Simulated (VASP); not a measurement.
# FePt (Tetraferroplatinum) (P4/mmm) in VASP: a series of runs, part 2 of 2

VASP 6.6.1.

## (3) Single point, PBE, collinear spin, zero start

INCAR

```
SYSTEM = FePt
  PREC = Accurate
  ENCUT = 520
  EDIFF = 1E-6
  ISMEAR = -1
  SIGMA = 0.05
  LREAL = .False.
  LASPH = .True.
  NELM = 150
  ALGO = Normal
  ISIF = 2
  LWAVE = .False.
  LCHARG = .True.
  ISPIN = 2
  MAGMOM = 0 0
  LORBIT = 11
  NUPDOWN = 0.0
  LMAXMIX = 4
  GGA = PE
  LELF = .True.
  LVHAR = .True.
  NBANDS = 20
```

KPOINTS

```
Automatic mesh
0
Gamma
  8 8 6
  0 0 0
```

POSCAR

```
FePt
1.0
    2.7235000000      0.0000000000      0.0000000000
    0.0000000000      2.7235000000      0.0000000000
    0.0000000000      0.0000000000      3.7200000000
Pt Fe
1 1
Direct
    0.5000000000      0.5000000000      0.5000000000
    0.0000000000      0.0000000000      0.0000000000
```

Potentials or basis: VASP PAW PBE potentials, release 64 (Pt, Fe).

Run with:

```sh
$ cat potpaw_PBE.64/Pt/POTCAR potpaw_PBE.64/Fe/POTCAR > POTCAR
$ mpirun -np 1 vasp_std > vasp.out
```

OUTCAR:

```text
SYSTEM = FePt
   PREC = Accurate
   ENCUT = 520
   EDIFF = 1E-6
   ISMEAR = -1
   LREAL = .False.
   LASPH = .True.
   NELM = 150
   ISIF = 2
   ISPIN = 2
   LORBIT = 11
   NUPDOWN = 0.0
   GGA = PE

 ion  position               nearest neighbor table
   1  0.500  0.500  0.500-   2 2.68   2 2.68   2 2.68   2 2.68   2 2.68   2 2.68   2 2.68   2 2.68

   2  0.000  0.000  0.000-   1 2.68   1 2.68   1 2.68   1 2.68   1 2.68   1 2.68   1 2.68   1 2.68

  LATTYP: Found a simple tetragonal cell.
 ALAT       =     2.7235000000
 C/A-ratio  =     1.3658894804

  Lattice vectors:

 A1 = (   2.7235000000,   0.0000000000,   0.0000000000)
 A2 = (   0.0000000000,   2.7235000000,   0.0000000000)
 A3 = (   0.0000000000,   0.0000000000,   3.7200000000)

Analysis of symmetry for initial positions (statically):
=====================================================================
 Subroutine PRICEL returns:
 Original cell was already a primitive cell.

 Routine SETGRP: Setting up the symmetry group for a
 simple tetragonal supercell.

 Subroutine GETGRP returns: Found 16 space group operations
 (whereof 16 operations were pure point group operations)
 out of a pool of 16 trial point group operations.

The static configuration has the point symmetry D_4h.

Analysis of symmetry for dynamics (positions and initial velocities):
=====================================================================
 Subroutine PRICEL returns:
 Original cell was already a primitive cell.

 Routine SETGRP: Setting up the symmetry group for a
 simple tetragonal supercell.

 Subroutine GETGRP returns: Found 16 space group operations
 (whereof 16 operations were pure point group operations)
 out of a pool of 16 trial point group operations.

The dynamic configuration has the point symmetry D_4h.

Analysis of structural, dynamic, and magnetic symmetry:
=====================================================================
 Subroutine PRICEL returns:
 Original cell was already a primitive cell.

[... 151 lines left out ...]
  ---------------------------------------------------
  free energy    TOTEN  =       -14.07677609 eV

  energy without entropy =      -14.04292245  energy(sigma->0) =      -14.05984927

 E-fermi :   8.5330     XC(G=0): -13.1023

 val. band max:        8.5042945816   @ k =   0.1250   0.1250   0.1667
 cond. band min:       8.5386677627   @ k =   0.3750   0.0000   0.3333
 fundamental gap:      0.0343731811
 Fermi energy:         8.5330615259

 spin component 1

 k-point     1 :       0.0000    0.0000    0.0000
  band No.  band energies     occupation
      1      -0.8826      1.00000
      2       2.4076      1.00000
      3       2.5081      1.00000
      4       5.6743      1.00000
      5       5.6743      1.00000
      6       6.9015      1.00000
[... 541 lines left out ...]
     19      28.9165      0.00000
     20      30.5089      0.00000

 [... further k-points ...]

 spin component 2

 k-point     1 :       0.0000    0.0000    0.0000
  band No.  band energies     occupation
      1      -0.8826      1.00000
      2       2.4076      1.00000
      3       2.5081      1.00000
      4       5.6743      1.00000
      5       5.6743      1.00000
      6       6.9015      1.00000
[... 541 lines left out ...]
     19      28.9165      0.00000
     20      30.5089      0.00000

 [... further k-points ...]

------------------------ aborting loop because EDIFF is reached ----------------------------------------

  FORCE on cell =-STRESS in cart. coord.  units (eV):
  Direction    XX          YY          ZZ          XY          YZ          ZX
  --------------------------------------------------------------------------------------
  -------------------------------------------------------------------------------------
  Total       -2.4550020     -2.4550020     -2.0079473      0.0000000      0.0000000     -0.0000000
  in kB     -142.5491812   -142.5491812   -116.5910461      0.0000000      0.0000000     -0.0000000
  external PRESSURE =    -133.8964695 kB  Pullay stress =       0.0000000 kB

 VOLUME and BASIS-vectors are now :
 -----------------------------------------------------------------------------
  energy-cutoff  :      520.00
  volume of cell :       27.59
      direct lattice vectors                 reciprocal lattice vectors
     2.723500000  0.000000000  0.000000000     0.367174592  0.000000000  0.000000000
     0.000000000  2.723500000  0.000000000     0.000000000  0.367174592  0.000000000
     0.000000000  0.000000000  3.720000000     0.000000000  0.000000000  0.268817204

 POSITION                                       TOTAL-FORCE (eV/Angst)
 -----------------------------------------------------------------------------------
      1.36175      1.36175      1.86000         0.000000      0.000000      0.000000
      0.00000      0.00000      0.00000         0.000000      0.000000      0.000000
 -----------------------------------------------------------------------------------
    total drift:                               -0.000000      0.000000      0.000000

  FREE ENERGIE OF THE ION-ELECTRON SYSTEM (eV)
  ---------------------------------------------------
  free  energy   TOTEN  =       -14.0767760950 eV

  energy  without entropy=      -14.0429224521  energy(sigma->0) =      -14.05984927

 total charge

# of ion       s       p       d       tot
------------------------------------------
    1        0.713   0.673   7.944   9.330
    2        0.395   0.434   6.231   7.060
--------------------------------------------------
tot          1.108   1.107  14.175  16.389

 magnetization (x)

# of ion       s       p       d       tot
------------------------------------------
    1        0.000   0.000   0.000   0.000
    2       -0.000   0.000  -0.000  -0.000
--------------------------------------------------
tot          0.000   0.000  -0.000  -0.000
```

OSZICAR:

```text
N       E                     dE             d eps       ncg     rms          rms(c)
DAV:   1     0.894983771798E+02    0.89498E+02   -0.87296E+03  5168   0.103E+03
DAV:   2    -0.123484797636E+02   -0.10185E+03   -0.90541E+02  4944   0.214E+02
DAV:   3    -0.158900923047E+02   -0.35416E+01   -0.34172E+01  5624   0.452E+01
DAV:   4    -0.159319176080E+02   -0.41825E-01   -0.41789E-01  5492   0.418E+00
DAV:   5    -0.159330160545E+02   -0.10984E-02   -0.10984E-02  5740   0.752E-01    0.154E+01
DAV:   6    -0.176939149625E+02   -0.17609E+01   -0.11622E+01  5356   0.582E+01    0.233E+01
DAV:   7    -0.143865943441E+02    0.33073E+01   -0.11696E+01  6176   0.625E+01    0.824E+00
DAV:   8    -0.141165043146E+02    0.27009E+00   -0.30548E-01  6688   0.770E+00    0.240E+00
DAV:   9    -0.140797126995E+02    0.36792E-01   -0.24722E-02  7340   0.282E+00    0.647E-01
DAV:  10    -0.140768460853E+02    0.28666E-02   -0.16461E-03  7272   0.416E-01    0.159E-01
DAV:  11    -0.140767789841E+02    0.67101E-04   -0.10734E-04  6592   0.976E-02    0.565E-02
DAV:  12    -0.140767769237E+02    0.20604E-05   -0.54141E-06  6780   0.263E-02    0.276E-02
DAV:  13    -0.140767760950E+02    0.82877E-06   -0.21311E-06  4388   0.299E-02
   1 F= -.14076776E+02 E0= -.14059849E+02  d E =-.338536E-01  mag=     0.0000
```

Wall time 67 s (1 thread of Intel Xeon Platinum 8175M at 2.50GHz (Skylake/Cascade Lake), shared host); peak memory 0.18 GiB.

Results:

- Free energy: -14.0768 eV
- Pressure: -13.4 GPa
- Net moment: 0.00 μB per cell
- Valence electrons inside the program's atomic spheres: Pt 9.33; Fe 7.06

Caveat: spin-orbit coupling is left out, which moves the levels of the heavy elements; the total moment is fixed, so each spin has its own Fermi level.

## (4) Single point, PBE, collinear spin, ferromagnetic start

INCAR

```
SYSTEM = FePt
ALGO = Normal
EDIFF = 1E-6
ENCUT = 520
GGA = PE
ISIF = 2
ISMEAR = -1
ISPIN = 2
LASPH = .True.
LCHARG = .True.
LELF = .True.
LMAXMIX = 4
LORBIT = 11
LREAL = .False.
LVHAR = .True.
LWAVE = .False.
MAGMOM = 0 0.8
NBANDS = 20
NELM = 150
NUPDOWN = 0.8
PREC = Accurate
SIGMA = 0.05
```

KPOINTS

```
k-points
0
Gamma
  8 8 6
  0 0 0
```

POSCAR is that of step 3.

Run with:

```sh
$ cat potpaw_PBE.64/Pt/POTCAR potpaw_PBE.64/Fe/POTCAR > POTCAR
$ mpirun -np 1 vasp_std > vasp.out
```

It took 87 s on 1 thread of Intel Xeon Platinum 8175M at 2.50GHz (Skylake/Cascade Lake), shared host; peak memory 0.18 GiB.

Results (log left out):

```yaml
Free_energy: -14.1401 eV
Pressure: -11.5 GPa
Net_moment: 0.80 μB per cell
Site_moments: Pt -0.04; Fe +0.84 μB
Valence_electrons_inside_the_program's_atomic_spheres: Pt 9.34; Fe 7.05
```

Stress tensor (GPa, compression positive):
```
-12.87   0.00   0.00
  0.00 -12.87   0.00
  0.00   0.00  -8.77
```

Caveat: spin-orbit coupling is left out, which moves the levels of the heavy elements; the total moment is fixed, so each spin has its own Fermi level.

## (5) The runs side by side

| task | level | spin | fixed moment (μB) | cell | k mesh | cutoff (eV) | pressure (GPa) | moment (μB) |
| --- | --- | --- | --- | --- | --- | --- | --- | --- |
| relaxation of cell and atoms | revPBE | collinear, ferromagnetic start | - | relaxed | 10 × 10 × 7 | 600 | 0.1 | 3.35 |
| single point | PBE | collinear, zero start | 0.0 | as given | 8 × 8 × 6 | 520 | -13.4 | 0.00 |
| single point | PBE | collinear, ferromagnetic start | 0.8 | as given | 8 × 8 × 6 | 520 | -11.5 | 0.80 |

Alike in all rows: potentials or basis VASP PAW PBE potentials, release 64 (Pt, Fe); smearing fermi-dirac 0.05 eV.

Caveats: spin-orbit coupling is left out, which moves the levels of the heavy elements; the total moment is fixed, so each spin has its own Fermi level (some runs); the PAW data sets were made with another functional, which shifts forces and pressure a little (some runs).

Absolute energies hang on the potentials; compare differences alone.
